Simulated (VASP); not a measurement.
# Al2Cu (I4/mmm) in VASP: further runs, part 2 of 2

VASP 6.6.1. The steps go on from the part before.

### Step 5. Single point, r2SCAN (biaxial strain in the a-b plane: +4.0 %, then relaxed in part)

File POSCAR:

```
Al2Cu
1.0
    2.9817564422      2.9817564422      0.0000000000
   -2.9817564422      2.9817564422      0.0000000000
    0.0000000000      0.0000000000      5.5865183555
Al Cu
4 2
Direct
    0.5000000000      0.0000000000      0.2500000000
    0.0000000000      0.5000000000      0.2500000000
    0.0000000000      0.5000000000      0.7500000000
    0.5000000000      0.0000000000      0.7500000000
    0.0000000000      0.0000000000      0.5000000000
    0.5000000000      0.5000000000      0.0000000000
```

File INCAR.step1:

```
  PREC = Accurate
  ENCUT = 520
  ISMEAR = 0
  SIGMA = 0.1
  LREAL = F
  LASPH = T
  NELM = 60
  NBANDS = 26
  GGA = PE
  ALGO = Normal
  EDIFF = 1E-4
  LWAVE = T
  LCHARG = F
```

File INCAR.step2:

```
  PREC = Accurate
  ENCUT = 520
  EDIFF = 1E-7
  ISMEAR = 0
  SIGMA = 0.1
  LREAL = F
  LASPH = T
  NELM = 60
  ALGO = Normal
  ISIF = 2
  LWAVE = F
  LCHARG = T
  METAGGA = R2SCAN
  LMIXTAU = T
  LELF = T
  LVHAR = T
  NBANDS = 26
  ISTART = 1
```

File KPOINTS:

```
regular mesh
0
Gamma
  10 10 6
```

On the command line:

```sh
$ cat potpaw_PBE.64/Al/POTCAR potpaw_PBE.64/Cu/POTCAR > POTCAR
$ cp INCAR.step1 INCAR
$ mpirun -np 1 vasp_std > vasp.out
$ cp INCAR.step2 INCAR
$ mpirun -np 1 vasp_std > vasp.out
```

It took 28 min on 1 thread of Oxide Virtual Turin-like, shared host; peak memory 0.3 GiB.

The run converged. Its results:

| Property | Result |
| --- | --- |
| Free energy | -49.6837 eV |
| Pressure | -4.8 GPa |
| Band gap on the k mesh | zero (bands 17 and 18 overlap by 3.96 eV) |

Stress tensor (GPa, compression positive):
```
-7.15  0.00  0.00
 0.00 -7.15  0.00
 0.00  0.00 -0.10
```

Levels at points of the mesh, in eV from the Fermi level:
| k point | band 14 | band 15 | band 16 | band 17 | band 18 | band 19 | band 20 | band 21 |
| --- | --- | --- | --- | --- | --- | --- | --- | --- |
| (0.00, 0.00, 0.00) | -2.34 | -2.34 | -0.16 | 1.52 | 2.45 | 2.85 | 2.85 | 3.20 |
| (0.50, 0.00, 0.00) | -2.86 | -2.41 | -2.41 | 0.00 | 0.00 | 2.06 | 2.06 | 4.72 |
| (0.50, 0.50, 0.00) | -3.78 | -2.14 | -2.14 | -1.64 | -1.64 | 0.63 | 0.63 | 1.93 |
| (0.00, 0.00, 0.50) | -0.73 | -0.73 | -0.73 | 0.08 | 0.08 | 0.54 | 0.54 | 2.86 |
| (0.50, 0.00, 0.50) | -3.89 | 0.32 | 0.32 | 0.85 | 0.85 | 2.83 | 2.83 | 2.84 |
| (0.50, 0.50, 0.50) | -3.63 | -3.63 | -3.63 | -2.40 | -2.40 | 4.75 | 4.75 | 4.75 |

Caveat: the cell differs from its parent crystal (biaxial strain in the a-b plane: +4.0 %, then relaxed in part); the cell stands under tension; the PAW data sets were made with another functional, which shifts forces and pressure a little.

### Step 6. Single point, r2SCAN (biaxial strain in the a-b plane: +4.0 %)

POSCAR: that of step 5 with these lines changed.

```diff
@@ -4,3 +4,3 @@
    -2.9817564422      2.9817564422      0.0000000000
-    0.0000000000      0.0000000000      5.5865183555
+    0.0000000000      0.0000000000      5.5965274762
 Al Cu
```

File INCAR.step1:

```
PREC = Accurate
ENCUT = 520
ISMEAR = 0
SIGMA = 0.1
LREAL = F
LASPH = T
NELM = 80
NBANDS = 26
GGA = PE
ALGO = Normal
EDIFF = 1E-4
LWAVE = T
LCHARG = F
```

File INCAR.step2:

```
PREC = Accurate
ENCUT = 520
EDIFF = 1E-7
ISMEAR = 0
SIGMA = 0.1
LREAL = F
LASPH = T
NELM = 80
ALGO = Normal
ISIF = 2
LWAVE = F
LCHARG = F
METAGGA = R2SCAN
LMIXTAU = T
NBANDS = 26
ISTART = 1
```

KPOINTS is that of step 5.

Potentials or basis: VASP PAW PBE potentials, release 64 (Al, Cu).

On the command line:

```sh
$ cat potpaw_PBE.64/Al/POTCAR potpaw_PBE.64/Cu/POTCAR > POTCAR
$ cp INCAR.step1 INCAR
$ mpirun -np 1 vasp_std > vasp.out
$ cp INCAR.step2 INCAR
$ mpirun -np 1 vasp_std > vasp.out
```

It took 25 min on 1 thread of Oxide Virtual Turin-like, shared host; peak memory 0.3 GiB.

It converged, with:

* Free energy: -49.6834 eV
* Pressure: -5.0 GPa
* Band gap on the k mesh: zero (bands 17 and 18 overlap by 3.96 eV)

Stress tensor (GPa, compression positive):
```
-7.22  0.00  0.00
 0.00 -7.22  0.00
 0.00  0.00 -0.46
```

Levels at points of the mesh, in eV from the Fermi level:
```csv
k point,band 13,band 14,band 15,band 16,band 17,band 18,band 19,band 20,band 21,band 22
"(0.00, 0.00, 0.00)",-3.64,-2.33,-2.33,-0.16,1.53,2.45,2.85,2.85,3.19,3.19
"(0.50, 0.00, 0.00)",-2.86,-2.86,-2.42,-2.42,0.00,0.00,2.07,2.07,4.71,4.71
"(0.50, 0.50, 0.00)",-3.77,-3.77,-2.14,-2.14,-1.65,-1.65,0.62,0.62,1.92,1.92
"(0.00, 0.00, 0.50)",-0.73,-0.73,-0.73,-0.73,0.06,0.06,0.55,0.55,2.85,2.85
"(0.50, 0.00, 0.50)",-3.89,-3.89,0.33,0.33,0.84,0.84,2.83,2.83,2.84,2.84
"(0.50, 0.50, 0.50)",-3.63,-3.63,-3.63,-3.63,-2.40,-2.40,4.72,4.72,4.72,4.72
```

Caveat: the cell differs from its parent crystal (biaxial strain in the a-b plane: +4.0 %); the cell stands under tension; the PAW data sets were made with another functional, which shifts forces and pressure a little.

### Step 7. Single point, r2SCAN (biaxial strain in the a-b plane: +6.0 %)

POSCAR: that of step 6 with these lines changed.

```diff
@@ -2,5 +2,5 @@
 1.0
-    2.9817564422      2.9817564422      0.0000000000
-   -2.9817564422      2.9817564422      0.0000000000
-    0.0000000000      0.0000000000      5.5965274762
+    3.0390979123      3.0390979123      0.0000000000
+   -3.0390979123      3.0390979123      0.0000000000
+    0.0000000000      0.0000000000      5.5277177121
 Al Cu
```

File INCAR.step1:

```
SYSTEM = Al2Cu
ALGO = Normal
EDIFF = 1E-4
ENCUT = 520
GGA = PE
ISMEAR = 0
LASPH = .TRUE.
LCHARG = .FALSE.
LREAL = .FALSE.
LWAVE = .TRUE.
NBANDS = 26
NELM = 80
PREC = Accurate
SIGMA = 0.1
```

File INCAR.step2:

```
SYSTEM = Al2Cu
ALGO = Normal
EDIFF = 1E-7
ENCUT = 520
ISIF = 2
ISMEAR = 0
ISTART = 1
LASPH = .TRUE.
LCHARG = .FALSE.
LMIXTAU = .TRUE.
LREAL = .FALSE.
LWAVE = .FALSE.
METAGGA = R2SCAN
NBANDS = 26
NELM = 80
PREC = Accurate
SIGMA = 0.1
```

File KPOINTS:

```
k-points
0
G
  10 10 6
  0 0 0
```

Potentials or basis: VASP PAW PBE potentials, release 64 (Al, Cu).

On the command line:

```sh
$ cat potpaw_PBE.64/Al/POTCAR potpaw_PBE.64/Cu/POTCAR > POTCAR
$ cp INCAR.step1 INCAR
$ mpirun -np 1 vasp_std > vasp.out
$ cp INCAR.step2 INCAR
$ mpirun -np 1 vasp_std > vasp.out
```

OUTCAR:

```text
SYSTEM = Al2Cu
   EDIFF = 1E-7
   ENCUT = 520
   ISIF = 2
   ISMEAR = 0
   ISTART = 1
   LASPH = .TRUE.
   LREAL = .FALSE.
   METAGGA = R2SCAN
   NELM = 80
   PREC = Accurate

 ion  position               nearest neighbor table
   1  0.500  0.000  0.250-   5 2.55   6 2.55   6 2.55   5 2.55   4 2.76   4 2.76   2 3.04   2 3.04
                             2 3.04   2 3.04
   2  0.000  0.500  0.250-   5 2.55   6 2.55   5 2.55   6 2.55   3 2.76   3 2.76   1 3.04   1 3.04
[... 928 lines left out ...]
  -------------------------------------------------------------------------------------
  Total       -6.4081025     -6.4081025      0.2123969      0.0000000     -0.0000000      0.0000000
  in kB     -100.5483144   -100.5483144      3.3326796      0.0000000     -0.0000000      0.0000000
  external PRESSURE =     -65.9213164 kB  Pullay stress =       0.0000000 kB

 VOLUME and BASIS-vectors are now :
 -----------------------------------------------------------------------------
  energy-cutoff  :      520.00
  volume of cell :      102.11
      direct lattice vectors                 reciprocal lattice vectors
     3.039097912  3.039097912  0.000000000     0.164522505  0.164522505  0.000000000
    -3.039097912  3.039097912  0.000000000    -0.164522505  0.164522505  0.000000000
     0.000000000  0.000000000  5.527717712     0.000000000  0.000000000  0.180906488

 POSITION                                       TOTAL-FORCE (eV/Angst)
 -----------------------------------------------------------------------------------
      1.51955      1.51955      1.38193         0.000000     -0.000000      0.000000
     -1.51955      1.51955      1.38193         0.000000     -0.000000      0.000000
     -1.51955      1.51955      4.14579         0.000000     -0.000000      0.000000
      1.51955      1.51955      4.14579        -0.000000     -0.000000      0.000000
      0.00000      0.00000      2.76386        -0.000000      0.000000      0.000000
      0.00000      3.03910      0.00000         0.000000      0.000000     -0.000000
 -----------------------------------------------------------------------------------
    total drift:                                0.000000     -0.000000     -0.000000

  FREE ENERGIE OF THE ION-ELECTRON SYSTEM (eV)
  ---------------------------------------------------
  free  energy   TOTEN  =       -49.4749471120 eV

  energy  without entropy=      -49.4672561935  energy(sigma->0) =      -49.47110165
```

OUTCAR.step1:

```text
SYSTEM = Al2Cu
   EDIFF = 1E-4
   ENCUT = 520
   GGA = PE
   ISMEAR = 0
[... 955 lines left out ...]
     -1.51955      1.51955      4.14579        -0.000000      0.000000     -0.000000
      1.51955      1.51955      4.14579        -0.000000      0.000000      0.000000
      0.00000      0.00000      2.76386         0.000000     -0.000000      0.000000
      0.00000      3.03910      0.00000         0.000000     -0.000000      0.000000
 -----------------------------------------------------------------------------------
    total drift:                                0.000000     -0.000000     -0.000000

  FREE ENERGIE OF THE ION-ELECTRON SYSTEM (eV)
  ---------------------------------------------------
  free  energy   TOTEN  =       -23.2791428042 eV

  energy  without entropy=      -23.2716110851  energy(sigma->0) =      -23.27537694
```

Run time: 24 min. Hardware: 1 thread of Oxide Virtual Turin-like, shared host; peak memory 0.3 GiB.

What came out:

```
Free energy            : -49.4749 eV
Pressure               : -6.6 GPa
Band gap on the k mesh : zero (bands 17 and 18 overlap by 3.85 eV)
```

Caveat: the cell differs from its parent crystal (biaxial strain in the a-b plane: +6.0 %); the cell stands under tension; the PAW data sets were made with another functional, which shifts forces and pressure a little.

### Step 8. Summary

```csv
cell,gap on the mesh (eV),pressure (GPa)
"a = 3.892, b = 3.892, c = 5.974 Å, 6 atoms",none,5.0
"a = 3.986, b = 3.986, c = 6.078 Å, 6 atoms",none,-2.2
"a = 3.994, b = 3.994, c = 6.078 Å, 6 atoms",none,-2.6
"a = 4.217, b = 4.217, c = 5.587 Å, 6 atoms",none,-4.8
"a = 4.217, b = 4.217, c = 5.597 Å, 6 atoms",none,-5.0
"a = 4.298, b = 4.298, c = 5.528 Å, 6 atoms",none,-6.6
```

Alike in all rows: task single point; level r2SCAN; potentials or basis VASP PAW PBE potentials, release 64 (Al, Cu); no spin polarisation; k mesh 10 × 10 × 6; cutoff (eV) 520; smearing gaussian 0.1 eV.

Caveats: the PAW data sets were made with another functional, which shifts forces and pressure a little; the cell stands under tension (at least some runs); the cell stands under pressure (at least some runs).

Absolute energies hang on the potentials; compare differences alone.
